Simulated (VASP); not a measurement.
# BeTe (F-43m) in VASP: a series of runs

BeTe is run at these levels: RPBE+D4; tasks: single point.

Program: VASP 6.6.1. These are calculated values, not measurements. Logs are shortened: lines on timing, memory, paths and dates and some standing lists are left out, and cuts for length are marked.

## Step 1: The cell of the first run

It takes space group F-43m (No. 216, cubic). The conventional cell has a = 5.560 Å, b = 5.560 Å, c = 5.560 Å, α = 90.00°, β = 90.00°, γ = 90.00°. Within 3.2 Å of Be (site symmetry -43m) lie 4 Te at 2.41 Å. Te (site symmetry -43m) has 4 Be at 2.41 Å within 3.2 Å.

## Step 2: Single point, RPBE+D4 (21.48 Å³/atom)

The input, INCAR:

```
PREC     = Accurate       # precision mode
ENCUT    = 600            # plane-wave cutoff, eV
EDIFF    = 1E-6           # SCF threshold, eV
ISMEAR   = 0              # smearing method
SIGMA    = 0.05           # smearing width, eV
LREAL    = F              # projectors in reciprocal space
LASPH    = T              # aspherical terms in the spheres
NELM     = 120            # most SCF steps
ALGO     = Normal         # electronic algorithm
ISIF     = 2              # what is computed and relaxed
LWAVE    = F              # write WAVECAR
LCHARG   = F              # write CHGCAR
GGA      = RP             # functional
IVDW     = 13             # dispersion correction
NBANDS   = 11             # bands
GGA_COMPAT= F
```

The input, KPOINTS:

```
Automatic mesh
0
Gamma
  8 8 8
```

The input, POSCAR:

```
BeTe
1.0
    0.0000000000      2.7798209490      2.7798209490
    2.7798209490      0.0000000000      2.7798209490
    2.7798209490      2.7798209490      0.0000000000
Be Te
1 1
Direct
    0.0000000000      0.0000000000      0.0000000000
    0.7500000000      0.7500000000      0.7500000000
```

Potentials or basis: VASP PAW PBE potentials, release 64 (Be, Te).

On the command line:

```bash
$ cat potpaw_PBE.64/Be/POTCAR potpaw_PBE.64/Te/POTCAR > POTCAR
$ mpirun -np 1 vasp_std > vasp.out
```

OUTCAR:

```text
PREC = Accurate
   ENCUT = 600
   EDIFF = 1E-6
   ISMEAR = 0
   LREAL = F
   LASPH = T
   NELM = 120
   ISIF = 2
   GGA = RP
   IVDW = 13

 ion  position               nearest neighbor table
   1  0.000  0.000  0.000-   2 2.41   2 2.41   2 2.41   2 2.41
   2  0.750  0.750  0.750-   1 2.41   1 2.41   1 2.41   1 2.41

  LATTYP: Found a face centered cubic cell.
 ALAT       =     5.5596418980

  Lattice vectors:

 A1 = (   0.0000000000,   2.7798209490,   2.7798209490)
 A2 = (   2.7798209490,   0.0000000000,   2.7798209490)
 A3 = (   2.7798209490,   2.7798209490,   0.0000000000)

Analysis of symmetry for initial positions (statically):
=====================================================================
 Subroutine PRICEL returns:
 Original cell was already a primitive cell.

 Routine SETGRP: Setting up the symmetry group for a
 face centered cubic supercell.

 Subroutine GETGRP returns: Found 24 space group operations
 (whereof 24 operations were pure point group operations)
 out of a pool of 48 trial point group operations.

The static configuration has the point symmetry T_d .

Analysis of symmetry for dynamics (positions and initial velocities):
=====================================================================
 Subroutine PRICEL returns:
 Original cell was already a primitive cell.

 Routine SETGRP: Setting up the symmetry group for a
 face centered cubic supercell.

 Subroutine GETGRP returns: Found 24 space group operations
 (whereof 24 operations were pure point group operations)
 out of a pool of 48 trial point group operations.

The dynamic configuration has the point symmetry T_d .

 Subroutine INISYM returns: Found 24 space group operations
 (whereof 24 operations are pure point group operations),
 and found     1 'primitive' translations

----------------------------------------------------------------------------------------

                                     Primitive cell

  volume of cell :      42.9616

  direct lattice vectors                    reciprocal lattice vectors
     0.000000000  2.779820949  2.779820949    -0.179867700  0.179867700  0.179867700
     2.779820949  0.000000000  2.779820949     0.179867700 -0.179867700  0.179867700
     2.779820949  2.779820949  0.000000000     0.179867700  0.179867700 -0.179867700

  length of vectors
     3.931260487  3.931260487  3.931260487     0.311539995  0.311539995  0.311539995

[... 87 lines left out ...]
   ISYM   =      2    0-nonsym 1-usesym 2-fastsym
   POTIM  = 0.5000    time-step for ionic-motion
   TEBEG  =    0.0;   TEEND  =   0.0 temperature during run
   PSTRESS=    0.0 pullay stress
   NELECT =       8.0000    total number of electrons
   NUPDOWN=      -1.0000    fix difference up-down
   EMIN   =  10.00;   EMAX   =-10.00  energy-range for DOS
   EFERMI =   0.00;   METHOD = LEGACY
   ISMEAR =     0;   SIGMA  =   0.05  broadening in eV -4-tet -1-fermi 0-gaus
   EFERMI_NEDOS =   21; number of points for ismear=-14 and -15
   IALGO  =     38    algorithm
   IMIX   =      4    mixing-type and parameters
     AMIX     =   0.40;   BMIX     =  1.00
     AMIX_MAG =   1.60;   BMIX_MAG =  1.00
  volume/ion in A,a.u.               =      21.48       144.96
  Fermi-wavevector in a.u.,A,eV,Ry     =   0.934856  1.766621 11.890887  0.873956
  Thomas-Fermi vector in A             =   2.061704
   LORBIT       =      0    0 simple, 1 ext, 2 COOP (PROOUT), +10 PAW based schemes
   GGA     = RP    functional components
   LHFCALC =     F    Hartree Fock is set to
   AEXX    =    0.0000 exact exchange contribution
   IVDW    =    13    specifies the selected vdW correction
   LEPSILON=     F    determine dielectric tensor
   LRPA    =     F    only Hartree local field effects (RPA)
 non-spin polarized calculation
 Gauss-broadening in eV      SIGMA  =   0.05
  energy-cutoff  :      600.00
  volume of cell :       42.96
 maximum number of plane-waves:      1459
   NGX = 15   NGY = 15   NGZ = 15

 number of electron       8.0000000 magnetization

 Free energy of the ion-electron system (eV)
  ---------------------------------------------------
  ext. energy  EPLUGINS =         0.00000000
  ---------------------------------------------------
  free energy    TOTEN  =        -6.98661747 eV

  energy without entropy =       -6.98661747  energy(sigma->0) =       -6.98661747

 E-fermi :   5.8840     XC(G=0):  -9.1073

 val. band max:        5.6280024125   @ k =   0.0000   0.0000   0.0000
 cond. band min:       7.5903741608   @ k =   0.5000   0.5000   0.0000
 fundamental gap:      1.9623717483
 Fermi energy:         5.8839804940

 k-point     1 :       0.0000    0.0000    0.0000
  band No.  band energies     occupation
      1      -6.9121      2.00000
      2       5.6280      2.00000
      3       5.6280      2.00000
      4       5.6280      2.00000
      5       9.2254      0.00000
      6       9.2254      0.00000
      7       9.2254      0.00000
      8       9.8266      0.00000
      9      14.1367      0.00000
     10      15.9152      0.00000
     11      15.9152      0.00000
[... 309 lines left out ...]
 k-point    24 :      -0.3750    0.2500    0.1250
  band No.  band energies     occupation
      1      -5.2057      2.00000
      2       0.2870      2.00000
      3       2.5984      2.00000
      4       3.6143      2.00000
      5       9.8766      0.00000
      6      10.0959      0.00000
      7      12.4478      0.00000
      8      13.5617      0.00000
      9      14.2775      0.00000
     10      17.3623      0.00000
     11      17.7680      0.00000

 [... further k-points ...]

------------------------ aborting loop because EDIFF is reached ----------------------------------------

  DFT-D4 for vdW energy calculation

  Edisp (eV):   -1.27878

  FORCE on cell =-STRESS in cart. coord.  units (eV):
  Direction    XX          YY          ZZ          XY          YZ          ZX
  --------------------------------------------------------------------------------------
  -------------------------------------------------------------------------------------
  Total       0.03373     0.03373     0.03373     0.00000     0.00000    -0.00000
  in kB       1.25773     1.25773     1.25773     0.00000     0.00000    -0.00000
  external pressure =        1.26 kB  Pullay stress =        0.00 kB

 VOLUME and BASIS-vectors are now :
 -----------------------------------------------------------------------------
  energy-cutoff  :      600.00
  volume of cell :       42.96
      direct lattice vectors                 reciprocal lattice vectors
     0.000000000  2.779820949  2.779820949    -0.179867700  0.179867700  0.179867700
     2.779820949  0.000000000  2.779820949     0.179867700 -0.179867700  0.179867700
     2.779820949  2.779820949  0.000000000     0.179867700  0.179867700 -0.179867700

 POSITION                                       TOTAL-FORCE (eV/Angst)
 -----------------------------------------------------------------------------------
      0.00000      0.00000      0.00000        -0.000000      0.000000     -0.000000
      4.16973      4.16973      4.16973         0.000000     -0.000000      0.000000
 -----------------------------------------------------------------------------------
    total drift:                               -0.000000     -0.000000     -0.000000

  FREE ENERGIE OF THE ION-ELECTRON SYSTEM (eV)
  ---------------------------------------------------
  free  energy   TOTEN  =        -8.2653960193 eV

  energy  without entropy=       -8.2653960193  energy(sigma->0) =       -8.26539602
```

It used 12 s of CPU time on 1 thread of AMD EPYC 7R13 (shared host).

What came out:

```
Free energy                : -8.2654 eV
Pressure                   : 0.1 GPa
Band gap on the k mesh     : 1.96 eV (least direct gap 3.60 eV)
Dispersion energy per atom : -0.639 eV
```

Caveat: the PAW data sets were made with another functional, which shifts forces and pressure a little; spin-orbit coupling is left out, which moves the levels of the heavy elements.

## Step 3: Single point, RPBE+D4 (21.05 Å³/atom)

This run uses another cell than the first one, of 21.05 Å³/atom.

The input, INCAR:

```
SYSTEM = BeTe
PREC     = Accurate       ! precision mode
ENCUT    = 600            ! plane-wave cutoff, eV
EDIFF    = 1E-6           ! SCF threshold, eV
ISMEAR   = 0              ! smearing method
SIGMA    = 0.05           ! smearing width, eV
LREAL    = .False.        ! projectors in reciprocal space
LASPH    = .True.         ! aspherical terms in the spheres
NELM     = 120            ! most SCF steps
ALGO     = Normal         ! electronic algorithm
ISIF     = 2              ! what is computed and relaxed
LWAVE    = .False.        ! write WAVECAR
LCHARG   = .False.        ! write CHGCAR
GGA      = RP             ! functional
IVDW     = 13             ! dispersion correction
NBANDS   = 11             ! bands
GGA_COMPAT= .False.
```

The input, KPOINTS:

```
regular mesh
0
Gamma
  8 8 8
  0 0 0
```

The input, POSCAR:

```
BeTe
1.0
    0.0000000000      2.7611638704      2.7611638704
    2.7611638704      0.0000000000      2.7611638704
    2.7611638704      2.7611638704      0.0000000000
Be Te
1 1
Direct
    0.0000000000      0.0000000000      0.0000000000
    0.7500000000      0.7500000000      0.7500000000
```

Potentials or basis: VASP PAW PBE potentials, release 64 (Be, Te).

On the command line:

```bash
$ cat potpaw_PBE.64/Be/POTCAR potpaw_PBE.64/Te/POTCAR > POTCAR
$ mpirun -np 1 vasp_std > vasp.out
```

Run time: 19 s. Hardware: 1 thread of AMD EPYC 7R13, shared host; peak memory 0.18 GiB.

Results (log left out):

```
Free energy                : -8.2611 eV
Pressure                   : 1.5 GPa
Band gap on the k mesh     : 1.91 eV (least direct gap 3.58 eV)
Dispersion energy per atom : -0.654 eV
```

Levels at points of the mesh, in eV from the valence-band top:
```csv
k point,band 2,band 3,band 4,band 5,band 6,band 7
"(0.00, 0.00, 0.00)",0.00,0.00,0.00,3.58,3.58,3.58
"(0.50, 0.00, 0.00)",-5.92,-1.23,-1.23,3.28,4.58,4.58
"(0.50, 0.50, 0.00)",-5.44,-2.87,-2.87,1.91,2.61,10.14
```

Caveat: the PAW data sets were made with another functional, which shifts forces and pressure a little; spin-orbit coupling is left out, which moves the levels of the heavy elements.
